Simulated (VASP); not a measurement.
# C (Fm-3m) in VASP: a series of runs

Runs on C. Level: PBEsol. Tasks: single point.

Program: VASP 6.6.1. These are calculated values, not measurements. Logs are shortened: lines on timing, memory, paths and dates and some standing lists are left out, and cuts for length are marked.

**1. The cell of the first run**

Symmetry: Fm-3m, No. 225, cubic system. The conventional cell has a = 2.772 Å, b = 2.772 Å, c = 2.772 Å, α = 90.00°, β = 90.00°, γ = 90.00°. Within 2.6 Å of C (site symmetry m-3m) lie 12 C at 1.96 Å.

**2. Single point, PBEsol (volume scaled by 0.76)**

File INCAR:

```
  ALGO = Normal
  EDIFF = 1E-6
  ENCUT = 520
  GGA = PS
  ISIF = 2
  ISMEAR = -1
  LASPH = True
  LCHARG = False
  LREAL = False
  LWAVE = False
  NBANDS = 8
  NELM = 100
  PREC = Accurate
  SIGMA = 0.08
```

File KPOINTS:

```
k-points
0
Gamma
  24 24 24
```

File POSCAR:

```
C
1.0
    0.0000000000      1.3859640707      1.3859640707
    1.3859640707      0.0000000000      1.3859640707
    1.3859640707      1.3859640707      0.0000000000
C
1
Direct
    0.0000000000      0.0000000000      0.0000000000
```

Potentials or basis: VASP PAW PBE potentials, release 64 (C).

Started as:

```sh
$ cat potpaw_PBE.64/C/POTCAR > POTCAR
$ mpirun -np 1 vasp_std > vasp.out
```

OUTCAR:

```text
EDIFF = 1E-6
   ENCUT = 520
   GGA = PS
   ISIF = 2
   ISMEAR = -1
   LASPH = True
   LREAL = False
   NELM = 100
   PREC = Accurate

 ion  position               nearest neighbor table
   1  0.000  0.000  0.000-

  LATTYP: Found a face centered cubic cell.
 ALAT       =     2.7719281414

  Lattice vectors:

 A1 = (   0.0000000000,   1.3859640707,   1.3859640707)
 A2 = (   1.3859640707,   0.0000000000,   1.3859640707)
 A3 = (   1.3859640707,   1.3859640707,   0.0000000000)

Analysis of symmetry for initial positions (statically):
=====================================================================
 Subroutine PRICEL returns:
 Original cell was already a primitive cell.

 Routine SETGRP: Setting up the symmetry group for a
 face centered cubic supercell.

 Subroutine GETGRP returns: Found 48 space group operations
 (whereof 48 operations were pure point group operations)
 out of a pool of 48 trial point group operations.

The static configuration has the point symmetry O_h .

Analysis of symmetry for dynamics (positions and initial velocities):
=====================================================================
 Subroutine PRICEL returns:
 Original cell was already a primitive cell.

 Routine SETGRP: Setting up the symmetry group for a
 face centered cubic supercell.

 Subroutine GETGRP returns: Found 48 space group operations
 (whereof 48 operations were pure point group operations)
 out of a pool of 48 trial point group operations.

The dynamic configuration has the point symmetry O_h .

 Subroutine INISYM returns: Found 48 space group operations
 (whereof 48 operations are pure point group operations),
 and found     1 'primitive' translations

----------------------------------------------------------------------------------------

                                     Primitive cell

  volume of cell :       5.3246

  direct lattice vectors                    reciprocal lattice vectors
     0.000000000  1.385964071  1.385964071    -0.360759713  0.360759713  0.360759713
     1.385964071  0.000000000  1.385964071     0.360759713 -0.360759713  0.360759713
     1.385964071  1.385964071  0.000000000     0.360759713  0.360759713 -0.360759713

  length of vectors
     1.960049186  1.960049186  1.960049186     0.624854152  0.624854152  0.624854152

  position of ions in fractional coordinates (direct lattice)
     0.000000000  0.000000000  0.000000000

  ion indices of the primitive-cell ions
   primitive index   ion index
                 1           1

----------------------------------------------------------------------------------------

 KPOINTS: k-points

Automatic generation of k-mesh.
 Grid dimensions read from file:
 generate k-points for:   24   24   24

 Generating k-lattice:

  Cartesian coordinates                     Fractional coordinates (reciprocal lattice)
    -0.015031655  0.015031655  0.015031655     0.041666667  0.000000000  0.000000000
     0.015031655 -0.015031655  0.015031655     0.000000000  0.041666667  0.000000000
     0.015031655  0.015031655 -0.015031655     0.000000000  0.000000000  0.041666667

  Length of vectors
     0.026035590  0.026035590  0.026035590

  Shift w.r.t. Gamma in fractional coordinates (k-lattice)
     0.000000000  0.000000000  0.000000000

 Subroutine IBZKPT returns following result:
 ===========================================

 Found    413 irreducible k-points:

 Following reciprocal coordinates:
            Coordinates               Weight
  0.000000  0.000000  0.000000      1.000000
  0.041667  0.000000  0.000000      8.000000
  0.083333  0.000000  0.000000      8.000000
  0.125000  0.000000  0.000000      8.000000
  0.166667  0.000000  0.000000      8.000000
  0.208333  0.000000  0.000000      8.000000
[... 16 lines left out ...]
  0.416667  0.041667  0.000000     24.000000
  0.458333  0.041667  0.000000     24.000000
 [... further k-points ...]
   k-points           NKPTS =    413   k-points in BZ     NKDIM =    413   number of bands    NBANDS=      8
   number of dos      NEDOS =    301   number of ions     NIONS =      1
   total plane-waves  NPLWV =   4096
   dimension x,y,z NGX =    16 NGY =   16 NGZ =   16
   dimension x,y,z NGXF=    32 NGYF=   32 NGZF=   32
   ions per type =               1
   NGX,Y,Z   is equivalent  to a cutoff of  13.57, 13.57, 13.57 a.u.
   NGXF,Y,Z  is equivalent  to a cutoff of  27.14, 27.14, 27.14 a.u.
 SYSTEM =  unknown system
   PREC   = accura    normal or accurate (medium, high low for compatibility)
   ISTART =      0    job   : 0-new  1-cont  2-samecut
   ICHARG =      2    charge: 1-file 2-atom 10-const
   ISPIN  =      1    spin polarized calculation?
   LNONCOLLINEAR =      F non collinear calculations
   LSORBIT =      F    spin-orbit coupling
   LASPH  =      T    aspherical Exc in radial PAW
   ENCUT  =  520.0 eV  38.22 Ry    6.18 a.u.   3.64  3.64  3.64*2*pi/ulx,y,z
   NELM   =    100;   NELMIN=  2; NELMDL= -5     # of ELM steps
   EDIFF  = 0.1E-05   stopping-criterion for ELM
   LREAL  =      F    real-space projection
   EDIFFG = 0.1E-04   stopping-criterion for IOM
   NSW    =      0    number of steps for IOM
   IBRION =     -1    ionic relax: 0-MD 1-quasi-New 2-CG
   NFREE  =      0    steps in history (QN), initial steepest desc. (CG)
   ISIF   =      2    stress and relaxation
   ISYM   =      2    0-nonsym 1-usesym 2-fastsym
   POTIM  = 0.5000    time-step for ionic-motion
   TEBEG  =    0.0;   TEEND  =   0.0 temperature during run
   PSTRESS=    0.0 pullay stress
   NELECT =       4.0000    total number of electrons
   NUPDOWN=      -1.0000    fix difference up-down
   EMIN   =  10.00;   EMAX   =-10.00  energy-range for DOS
   EFERMI =   0.00;   METHOD = LEGACY
   ISMEAR =    -1;   SIGMA  =   0.08  broadening in eV -4-tet -1-fermi 0-gaus
   EFERMI_NEDOS =   21; number of points for ismear=-14 and -15
   IALGO  =     38    algorithm
   IMIX   =      4    mixing-type and parameters
     AMIX     =   0.40;   BMIX     =  1.00
     AMIX_MAG =   1.60;   BMIX_MAG =  1.00
  volume/ion in A,a.u.               =       5.32        35.93
  Fermi-wavevector in a.u.,A,eV,Ry     =   1.488217  2.812322 30.134035  2.214789
  Thomas-Fermi vector in A             =   2.601279
   LORBIT       =      0    0 simple, 1 ext, 2 COOP (PROOUT), +10 PAW based schemes
   GGA     = PS    functional components
   LHFCALC =     F    Hartree Fock is set to
   AEXX    =    0.0000 exact exchange contribution
   IVDW    =     0    specifies the selected vdW correction
   LEPSILON=     F    determine dielectric tensor
   LRPA    =     F    only Hartree local field effects (RPA)
 non-spin polarized calculation
  energy-cutoff  :      520.00
  volume of cell :        5.32
 maximum number of plane-waves:       153
   NGX =  7   NGY =  7   NGZ =  7

 number of electron       4.0000000 magnetization

 Free energy of the ion-electron system (eV)
  ---------------------------------------------------
  ext. energy  EPLUGINS =         0.00000000
  ---------------------------------------------------
  free energy    TOTEN  =        -4.86519782 eV

  energy without entropy =       -4.85886451  energy(sigma->0) =       -4.86203116

 E-fermi :  12.5825     XC(G=0): -14.3316

 val. band max:       12.5757823207   @ k =  -0.3750   0.4167   0.1667
 cond. band min:      12.5950995531   @ k =  -0.3333   0.2500   0.0000
 fundamental gap:      0.0193172324
 Fermi energy:        12.5825458836

 k-point     1 :       0.0000    0.0000    0.0000
  band No.  band energies     occupation
      1     -11.0697      2.00000
      2      23.2980      0.00000
      3      23.2980      0.00000
      4      23.2980      0.00000
      5      46.9493      0.00000
      6      46.9493      0.00000
      7      46.9493      0.00000
      8      51.8973      0.00000

 k-point     2 :       0.0417    0.0000    0.0000
  band No.  band energies     occupation
      1     -10.9850      2.00000
      2      23.0061      0.00000
      3      23.2415      0.00000
      4      23.2415      0.00000
      5      45.9586      0.00000
      6      47.0971      0.00000
      7      47.0971      0.00000
      8      53.2706      0.00000

 k-point     3 :       0.0833    0.0000    0.0000
  band No.  band energies     occupation
      1     -10.7311      2.00000
      2      22.1484      0.00000
      3      23.0769      0.00000
      4      23.0769      0.00000
      5      44.3840      0.00000
      6      47.4972      0.00000
      7      47.4972      0.00000
      8      52.8764      0.00000

 k-point     4 :       0.1250    0.0000    0.0000
  band No.  band energies     occupation
      1     -10.3077      2.00000
      2      20.7737      0.00000
      3      22.8327      0.00000
      4      22.8327      0.00000
      5      43.1295      0.00000
      6      47.9996      0.00000
      7      47.9996      0.00000
      8      52.0140      0.00000

 k-point     5 :       0.1667    0.0000    0.0000
  band No.  band energies     occupation
      1      -9.7156      2.00000
      2      18.9727      0.00000
      3      22.5339      0.00000
      4      22.5339      0.00000
      5      42.3373      0.00000
      6      48.3008      0.00000
      7      48.3008      0.00000
      8      51.0071      0.00000
[... 177 lines left out ...]
 k-point    22 :       0.3750    0.0417    0.0000
  band No.  band energies     occupation
      1      -4.6852      2.00000
      2       8.3218      2.00000
      3      20.7402      0.00000
      4      21.2675      0.00000
      5      42.3371      0.00000
      6      43.3196      0.00000
      7      45.5544      0.00000
      8      48.6398      0.00000

 k-point    23 :       0.4167    0.0417    0.0000
  band No.  band energies     occupation
      1      -3.1758      2.00000
      2       6.0551      2.00000
      3      20.6482      0.00000
      4      20.9965      0.00000
      5      42.1687      0.00000
      6      43.3262      0.00000
      7      44.8296      0.00000
      8      48.1750      0.00000

 k-point    24 :       0.4583    0.0417    0.0000
  band No.  band energies     occupation
      1      -1.5411      2.00000
      2       3.9190      2.00000
      3      20.6301      0.00000
      4      20.7742      0.00000
      5      41.9257      0.00000
      6      43.5481      0.00000
      7      44.2985      0.00000
      8      47.8736      0.00000

 [... further k-points ...]
[... 5 lines left out ...]
  --------------------------------------------------------------------------------------
  -------------------------------------------------------------------------------------
  Total        2.5427973      2.5427973      2.5427973      0.0000000      0.0000000      0.0000000
  in kB      765.1320832    765.1320832    765.1320832      0.0000000      0.0000000      0.0000000
  external PRESSURE =     765.1320832 kB  Pullay stress =       0.0000000 kB

 VOLUME and BASIS-vectors are now :
 -----------------------------------------------------------------------------
  energy-cutoff  :      520.00
  volume of cell :        5.32
      direct lattice vectors                 reciprocal lattice vectors
     0.000000000  1.385964071  1.385964071    -0.360759713  0.360759713  0.360759713
     1.385964071  0.000000000  1.385964071     0.360759713 -0.360759713  0.360759713
     1.385964071  1.385964071  0.000000000     0.360759713  0.360759713 -0.360759713

 POSITION                                       TOTAL-FORCE (eV/Angst)
 -----------------------------------------------------------------------------------
      0.00000      0.00000      0.00000         0.000000      0.000000      0.000000
 -----------------------------------------------------------------------------------
    total drift:                               -0.000000      0.000000     -0.000000

  FREE ENERGIE OF THE ION-ELECTRON SYSTEM (eV)
  ---------------------------------------------------
  free  energy   TOTEN  =        -4.8651978153 eV

  energy  without entropy=       -4.8588645139  energy(sigma->0) =       -4.86203116
```

Wall time 7.3 s (1 thread of Intel Xeon Platinum 8259CL at 2.50GHz (Skylake/Cascade Lake), shared host); peak memory 0.12 GiB.

What came out:

```yaml
Free_energy: -4.8652 eV
Pressure: 76.5 GPa
Band_gap_on_the_k_mesh: zero (band 2 reaches 23.30 eV, above the bottom of band 3 at 8.45 eV)
```

Caveat: the PAW data sets were made with another functional, which shifts forces and pressure a little.

**3. Single point, PBEsol (volume scaled by 0.76)**

File INCAR:

```
SYSTEM = C
PREC     = Accurate       ! precision mode
ENCUT    = 520            ! plane-wave cutoff, eV
EDIFF    = 1E-7           ! SCF threshold, eV
ISMEAR   = -1             ! smearing method
SIGMA    = 0.08           ! smearing width, eV
LREAL    = .False.        ! projectors in reciprocal space
LASPH    = .True.         ! aspherical terms in the spheres
NELM     = 60             ! most SCF steps
ALGO     = Normal         ! electronic algorithm
ISIF     = 2              ! what is computed and relaxed
LWAVE    = .False.        ! write WAVECAR
LCHARG   = .True.         ! write CHGCAR
GGA      = PS             ! functional
LELF     = .True.         ! ELF
LVHAR    = .True.       
NBANDS   = 8              ! bands
```

File KPOINTS:

```
Automatic mesh
0
Gamma
  24 24 24
  0 0 0
```

POSCAR is that of step 2.

Potentials or basis: VASP PAW PBE potentials, release 64 (C).

Started as:

```sh
$ cat potpaw_PBE.64/C/POTCAR > POTCAR
$ mpirun -np 1 vasp_std > vasp.out
```

Run time: 8.2 s. Hardware: 1 thread of Intel Xeon Platinum 8259CL at 2.50GHz (Skylake/Cascade Lake), shared host; peak memory 0.12 GiB.

It converged, with:

| Quantity | Value |
| --- | --- |
| Free energy | -4.8652 eV |
| Pressure | 76.5 GPa |
| Band gap on the k mesh | zero (band 2 reaches 23.30 eV, above the bottom of band 3 at 8.45 eV) |

Levels at points of the mesh, in eV from the Fermi level:
```csv
k point,band 1,band 2,band 3,band 4,band 5,band 6
"(0.00, 0.00, 0.00)",-23.65,10.72,10.72,10.72,34.37,34.37
"(0.50, 0.00, 0.00)",-12.41,-10.76,8.25,8.25,30.97,31.09
"(0.50, 0.50, 0.00)",-9.83,-5.26,2.46,2.46,17.19,17.24
```

Caveat: the PAW data sets were made with another functional, which shifts forces and pressure a little.
